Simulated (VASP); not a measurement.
Here is a VASP 6.6.1 calculation.

INCAR

```
SYSTEM = Mo3H
PREC = Accurate ; ENCUT = 520
EDIFF = 1E-6 ; ISMEAR = 0
SIGMA = 0.2 ; LREAL = .False.
LASPH = .True. ; NELM = 60
ALGO = Normal ; ISIF = 2
LWAVE = .False. ; LCHARG = .True.
GGA = PE ; LELF = .True.
LVHAR = .True. ; NBANDS = 30
```

Contents of KPOINTS:

```
regular mesh
0
Gamma
  8 8 8
  0 0 0
```

Contents of POSCAR:

```
Mo3H
1.0
   -1.6128324767      1.6128324767      4.8470372666
    1.6128324767     -1.6128324767      4.8470372666
    1.6128324767      1.6128324767     -4.8470372666
H Mo
1 3
Direct
    0.2500000000      0.7500000000      0.5000000000
    0.6577422581      0.6577422581      0.0000000000
    0.3422577419      0.3422577419      0.0000000000
    0.0000000000      0.0000000000      0.0000000000
```

Potentials or basis: VASP PAW PBE potentials, release 64 (H, Mo_sv).

Command:

```console
$ cat potpaw_PBE.64/H/POTCAR potpaw_PBE.64/Mo_sv/POTCAR > POTCAR
$ mpirun -np 1 vasp_std > vasp.out
```

(1) What does it give for the pressure?

(2) What does it give for the largest force?

## Answers

(1) 0.4 GPa.

(2) 0.016 eV/Å.
